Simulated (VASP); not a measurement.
# BiB (Fm-3m) in VASP: notebook, part 2 of 2

VASP 6.6.1. The steps go on from the part before.

## Step 4: Single point, PBE-based screened hybrid with 35 % exact exchange

Contents of POSCAR:

```
BiB
1.0
    0.0000000000      2.6268329169      2.6268329169
    2.6268329169      0.0000000000      2.6268329169
    2.6268329169      2.6268329169      0.0000000000
B Bi
1 1
Direct
    0.0000000000      0.0000000000      0.0000000000
    0.5000000000      0.5000000000      0.5000000000
```

Contents of INCAR.step1:

```
SYSTEM = BiB
PREC = Accurate ; ENCUT = 420
EDIFF = 1E-5 ; ISMEAR = -1
SIGMA = 0.02 ; LREAL = .False.
LASPH = .True. ; NELM = 120
ALGO = Normal ; ISIF = 2
LWAVE = .True. ; LCHARG = .False.
NBANDS = 16 ; GGA = PE
GGA_COMPAT = .False.
```

Contents of INCAR.step2:

```
SYSTEM = BiB
PREC = Accurate ; ENCUT = 420
EDIFF = 1E-6 ; ISMEAR = -1
SIGMA = 0.02 ; LREAL = .False.
LASPH = .True. ; NELM = 120
ALGO = Normal ; ISIF = 2
LWAVE = .False. ; LCHARG = .False.
GGA = PE ; LHFCALC = .True.
AEXX = 0.35 ; HFSCREEN = 0.3
PRECFOCK = Normal ; NBANDS = 16
ISTART = 1 ; GGA_COMPAT = .False.
```

Contents of KPOINTS:

```
regular mesh
0
Gamma
  4 4 4
  0 0 0
```

Command:

```console
$ cat potpaw_PBE.64/B/POTCAR potpaw_PBE.64/Bi_d/POTCAR > POTCAR
$ cp INCAR.step1 INCAR
$ mpirun -np 1 vasp_std > vasp.out
$ cp INCAR.step2 INCAR
$ mpirun -np 1 vasp_std > vasp.out
```

Run time: 7.5 min. Hardware: 1 thread of AMD EPYC 7R43 (Zen 3), shared host; peak memory 0.22 GiB.

Results (log left out):

```
Free energy            : -9.3710 eV
Pressure               : 0.5 GPa
Band gap on the k mesh : zero (bands 9 and 10 overlap by 4.62 eV)
```

Levels at points of the mesh, in eV from the Fermi level:
| k point | band 5 | band 6 | band 7 | band 8 | band 9 | band 10 | band 11 | band 12 | band 13 | band 14 |
| --- | --- | --- | --- | --- | --- | --- | --- | --- | --- | --- |
| (0.00, 0.00, 0.00) | -25.78 | -16.40 | -0.25 | -0.25 | -0.25 | 0.05 | 7.35 | 7.35 | 7.35 | 8.84 |
| (0.50, 0.00, 0.00) | -25.71 | -12.95 | -10.08 | 1.06 | 1.06 | 1.90 | 1.90 | 3.02 | 3.24 | 11.61 |
| (0.50, 0.50, 0.00) | -25.68 | -11.87 | -7.31 | -5.07 | -3.56 | -3.56 | 4.12 | 9.55 | 9.55 | 10.41 |

Caveat: the k points lie up to 0.52 Å⁻¹ apart, too coarse for converged energies and pressures of a metal; the PAW data sets were made with another functional, which shifts forces and pressure a little; spin-orbit coupling is left out, which moves the levels of the heavy elements.

## Step 5: Single point, PBE-based global hybrid with 5 % exact exchange

POSCAR is that of step 4.

Contents of INCAR.step1:

```
PREC = Accurate ; ENCUT = 420
EDIFF = 1E-5 ; ISMEAR = -1
SIGMA = 0.02 ; LREAL = F
LASPH = T ; NELM = 120
ALGO = Normal ; ISIF = 2
LWAVE = T ; LCHARG = F
GGA = PE ; NBANDS = 16
GGA_COMPAT = F
```

Contents of INCAR.step2:

```
PREC = Accurate ; ENCUT = 420
EDIFF = 1E-6 ; ISMEAR = -1
SIGMA = 0.02 ; LREAL = F
LASPH = T ; NELM = 120
ALGO = Normal ; ISIF = 2
LWAVE = F ; LCHARG = F
GGA = PE ; LHFCALC = T
AEXX = 0.05 ; PRECFOCK = Normal
ISTART = 1 ; NBANDS = 16
GGA_COMPAT = F
```

Contents of KPOINTS:

```
Automatic mesh
0
Gamma
  4 4 4
```

Command:

```console
$ cat potpaw_PBE.64/B/POTCAR potpaw_PBE.64/Bi_d/POTCAR > POTCAR
$ cp INCAR.step1 INCAR
$ mpirun -np 1 vasp_std > vasp.out
$ cp INCAR.step2 INCAR
$ mpirun -np 1 vasp_std > vasp.out
```

Run time: 5.9 min. Hardware: 1 thread of AMD EPYC 7R43 (Zen 3), shared host; peak memory 0.13 GiB.

The run converged. Its results:

```
Free energy            : -8.4763 eV
Pressure               : 4.0 GPa
Band gap on the k mesh : zero (bands 9 and 10 overlap by 4.24 eV)
```

Levels at points of the mesh, in eV from the Fermi level:
| k point | band 5 | band 6 | band 7 | band 8 | band 9 | band 10 | band 11 | band 12 | band 13 | band 14 |
| --- | --- | --- | --- | --- | --- | --- | --- | --- | --- | --- |
| (0.00, 0.00, 0.00) | -23.53 | -14.83 | -0.34 | -0.34 | -0.34 | -0.14 | 6.65 | 6.65 | 6.65 | 8.41 |
| (0.50, 0.00, 0.00) | -23.47 | -11.90 | -8.91 | 0.96 | 0.96 | 1.79 | 1.79 | 2.77 | 2.83 | 10.76 |
| (0.50, 0.50, 0.00) | -23.45 | -10.93 | -6.65 | -4.48 | -3.28 | -3.28 | 3.92 | 8.58 | 8.58 | 9.33 |

Caveat: the k points lie up to 0.52 Å⁻¹ apart, too coarse for converged energies and pressures of a metal; the PAW data sets were made with another functional, which shifts forces and pressure a little; spin-orbit coupling is left out, which moves the levels of the heavy elements.

## Step 6: Single point, HSE06

POSCAR is that of step 5.

Contents of INCAR.step1:

```
ALGO = Normal
EDIFF = 1E-5
ENCUT = 420
GGA = PE
GGA_COMPAT = False
ISIF = 2
ISMEAR = -1
LASPH = True
LCHARG = False
LREAL = False
LWAVE = True
NBANDS = 16
NELM = 120
PREC = Accurate
SIGMA = 0.02
```

Contents of INCAR.step2:

```
ALGO = Normal
EDIFF = 1E-6
ENCUT = 420
GGA = PE
GGA_COMPAT = False
HFSCREEN = 0.2079
ISIF = 2
ISMEAR = -1
ISTART = 1
LASPH = True
LCHARG = False
LHFCALC = True
LREAL = False
LWAVE = False
NBANDS = 16
NELM = 120
PREC = Accurate
PRECFOCK = Normal
SIGMA = 0.02
```

Contents of KPOINTS:

```
k-points
0
Gamma
  4 4 4
```

Potentials or basis: VASP PAW PBE potentials, release 64 (B, Bi_d).

Command:

```console
$ cat potpaw_PBE.64/B/POTCAR potpaw_PBE.64/Bi_d/POTCAR > POTCAR
$ cp INCAR.step1 INCAR
$ mpirun -np 1 vasp_std > vasp.out
$ cp INCAR.step2 INCAR
$ mpirun -np 1 vasp_std > vasp.out
```

OUTCAR:

```text
EDIFF = 1E-6
   ENCUT = 420
   GGA = PE
   HFSCREEN = 0.2079
   ISIF = 2
   ISMEAR = -1
   ISTART = 1
   LASPH = True
   LHFCALC = True
   LREAL = False
   NELM = 120
   PREC = Accurate
   PRECFOCK = Normal

 ion  position               nearest neighbor table
   1  0.000  0.000  0.000-   2 2.63   2 2.63   2 2.63   2 2.63   2 2.63   2 2.63
   2  0.500  0.500  0.500-   1 2.63   1 2.63   1 2.63   1 2.63   1 2.63   1 2.63

  LATTYP: Found a face centered cubic cell.
 ALAT       =     5.2536658338

  Lattice vectors:

 A1 = (   0.0000000000,   2.6268329169,   2.6268329169)
 A2 = (   2.6268329169,   0.0000000000,   2.6268329169)
 A3 = (   2.6268329169,   2.6268329169,   0.0000000000)

Analysis of symmetry for initial positions (statically):
=====================================================================
 Subroutine PRICEL returns:
 Original cell was already a primitive cell.

 Routine SETGRP: Setting up the symmetry group for a
 face centered cubic supercell.

 Subroutine GETGRP returns: Found 48 space group operations
 (whereof 48 operations were pure point group operations)
 out of a pool of 48 trial point group operations.

The static configuration has the point symmetry O_h .

Analysis of symmetry for dynamics (positions and initial velocities):
=====================================================================
 Subroutine PRICEL returns:
 Original cell was already a primitive cell.

 Routine SETGRP: Setting up the symmetry group for a
 face centered cubic supercell.

 Subroutine GETGRP returns: Found 48 space group operations
 (whereof 48 operations were pure point group operations)
 out of a pool of 48 trial point group operations.

The dynamic configuration has the point symmetry O_h .

[... 103 lines left out ...]
  Fermi-wavevector in a.u.,A,eV,Ry     =   1.296353  2.449752 22.865007  1.680531
  Thomas-Fermi vector in A             =   2.427815
   LORBIT       =      0    0 simple, 1 ext, 2 COOP (PROOUT), +10 PAW based schemes
   GGA     = PE    functional components
   LHFCALC =     T    Hartree Fock is set to
   PRECFOCK=normal    Normal, Fast or Accurate (Low or Medium for compatibility)
   ENCUT4O =  -1.0   cutoff for four orbital integrals eV
   NKREDX  =     1    reduce k-point grid by
   NKREDY  =     1    reduce k-point grid by
   NKREDZ  =     1    reduce k-point grid by
   AEXX    =    0.2500 exact exchange contribution
   HFSCREEN=    0.2079 screening length (either q_TF or 0.3 A-1)
   HFSCREENC=   0.2079 screening length for correlation (either q_TF or 0.3 A-1)
   ENCUTFOCK=  -1.0 apply spherical cutoff to Coloumb kernel
   IVDW    =     0    specifies the selected vdW correction
   LEPSILON=     F    determine dielectric tensor
   LRPA    =     F    only Hartree local field effects (RPA)
 non-spin polarized calculation
  energy-cutoff  :      420.00
  volume of cell :       36.25
 maximum number of plane-waves:       725
 NGX is ok and might be reduce to    28
  NGX = 20; NGY = 20; NGZ = 20

 number of electron      18.0000003 magnetization

 Free energy of the ion-electron system (eV)
  ---------------------------------------------------
  ext. energy  EPLUGINS =         0.00000000
  ---------------------------------------------------
  free energy    TOTEN  =        -9.24474250 eV

  energy without entropy =       -9.23937064  energy(sigma->0) =       -9.24205657

 E-fermi :   8.3810     XC(G=0):  -9.0679

 val. band max:        8.1042242885   @ k =   0.0000   0.0000   0.0000
 cond. band min:       8.4122739107   @ k =   0.2500   0.0000   0.0000
 fundamental gap:      0.3080496222
 Fermi energy:         8.3810415275

 k-point     1 :       0.0000    0.0000    0.0000
  band No.  band energies     occupation
      1     -16.7985      2.00000
      2     -16.7985      2.00000
      3     -16.7985      2.00000
      4     -16.7753      2.00000
      5     -16.7752      2.00000
      6      -7.6487      2.00000
[... 129 lines left out ...]
      3     -16.7700      2.00000
      4     -16.7679      2.00000
      5     -16.6898      2.00000
      6      -2.9873      2.00000
[... 8 lines left out ...]
     15      19.6232      0.00000
     16      26.0190      0.00000

------------------------ aborting loop because EDIFF is reached ----------------------------------------

  FORCE on cell =-STRESS in cart. coord.  units (eV):
  Direction    XX          YY          ZZ          XY          YZ          ZX
  --------------------------------------------------------------------------------------
  -------------------------------------------------------------------------------------
  Total        0.1813415      0.1813415      0.1813415     -0.0000000     -0.0000000      0.0000000
  in kB        8.0145729      8.0145729      8.0145729     -0.0000000     -0.0000000      0.0000000
  external PRESSURE =       8.0145729 kB  Pullay stress =       0.0000000 kB

 VOLUME and BASIS-vectors are now :
 -----------------------------------------------------------------------------
  energy-cutoff  :      420.00
  volume of cell :       36.25
      direct lattice vectors                 reciprocal lattice vectors
     0.000000000  2.626832917  2.626832917    -0.190343283  0.190343283  0.190343283
     2.626832917  0.000000000  2.626832917     0.190343283 -0.190343283  0.190343283
     2.626832917  2.626832917  0.000000000     0.190343283  0.190343283 -0.190343283

 POSITION                                       TOTAL-FORCE (eV/Angst)
 -----------------------------------------------------------------------------------
      0.00000      0.00000      0.00000        -0.000000     -0.000000      0.000000
      2.62683      2.62683      2.62683         0.000000      0.000000     -0.000000
 -----------------------------------------------------------------------------------
    total drift:                               -0.000001     -0.000001     -0.000002

  FREE ENERGIE OF THE ION-ELECTRON SYSTEM (eV)
  ---------------------------------------------------
  free  energy   TOTEN  =        -9.2447425043 eV

  energy  without entropy=       -9.2393706397  energy(sigma->0) =       -9.24205657
```

OUTCAR.step1:

```text
EDIFF = 1E-5
   ENCUT = 420
   GGA = PE
   ISIF = 2
   ISMEAR = -1
[... 354 lines left out ...]
 -----------------------------------------------------------------------------------
      0.00000      0.00000      0.00000        -0.000000     -0.000000      0.000000
      2.62683      2.62683      2.62683         0.000000      0.000000      0.000000
 -----------------------------------------------------------------------------------
    total drift:                                0.000000      0.000000      0.000000

  FREE ENERGIE OF THE ION-ELECTRON SYSTEM (eV)
  ---------------------------------------------------
  free  energy   TOTEN  =        -8.0651002014 eV

  energy  without entropy=       -8.0599478068  energy(sigma->0) =       -8.06252400
```

OSZICAR.step1:

```text
N       E                     dE             d eps       ncg     rms          rms(c)
DAV:   1     0.121346206024E+03    0.12135E+03   -0.89917E+03   256   0.122E+03
DAV:   2    -0.528407323663E+00   -0.12187E+03   -0.11774E+03   288   0.308E+02
DAV:   3    -0.827797826373E+01   -0.77496E+01   -0.76723E+01   312   0.778E+01
DAV:   4    -0.843494496033E+01   -0.15697E+00   -0.15694E+00   336   0.124E+01
DAV:   5    -0.844081768688E+01   -0.58727E-02   -0.58727E-02   344   0.207E+00    0.262E+00
DAV:   6    -0.807783492522E+01    0.36298E+00   -0.70634E-01   304   0.625E+00    0.945E-01
DAV:   7    -0.806488563924E+01    0.12949E-01   -0.14001E-01   336   0.188E+00    0.432E-01
DAV:   8    -0.806538502872E+01   -0.49939E-03   -0.87200E-03   320   0.113E+00    0.717E-02
DAV:   9    -0.806510480622E+01    0.28022E-03   -0.87840E-04   392   0.333E-01    0.282E-02
DAV:  10    -0.806509899943E+01    0.58068E-05   -0.14730E-04   336   0.128E-01    0.113E-02
DAV:  11    -0.806510020139E+01   -0.12020E-05   -0.14989E-05   240   0.484E-02
   1 F= -.80651002E+01 E0= -.80625240E+01  d E =-.515239E-02
```

It took 7.6 min on 1 thread of AMD EPYC 7R43 (Zen 3), shared host; peak memory 0.23 GiB.

Results:

* Free energy: -9.2447 eV
* Pressure: 0.8 GPa
* Band gap on the k mesh: zero (bands 9 and 10 overlap by 4.60 eV)

Caveat: the k points lie up to 0.52 Å⁻¹ apart, too coarse for converged energies and pressures of a metal; the PAW data sets were made with another functional, which shifts forces and pressure a little; spin-orbit coupling is left out, which moves the levels of the heavy elements.

## Step 7: Overview

```csv
level,share of exact exchange,screening parameter,gap on the mesh (eV),pressure (GPa)
PBE-based global hybrid with 10 % exact exchange,0.1,-,none,3.5
PBE-based global hybrid with 75 % exact exchange,0.75,-,none,-2.5
PBE-based screened hybrid with 35 % exact exchange,0.35,0.3 1/Å,none,0.5
PBE-based global hybrid with 5 % exact exchange,0.05,-,none,4.0
HSE06,0.25,0.2079 1/Å,none,0.8
```

Alike in all rows: task single point; potentials or basis VASP PAW PBE potentials, release 64 (B, Bi_d); no spin polarisation; cell as given; k mesh 4 × 4 × 4; cutoff (eV) 420; smearing fermi-dirac 0.02 eV.

Caveats: all runs use coarse meshes; the PAW data sets were made with another functional, which shifts forces and pressure a little; spin-orbit coupling is left out, which moves the levels of the heavy elements.

Total energies depend on the potentials used, so only differences within one code and one set of settings carry meaning.
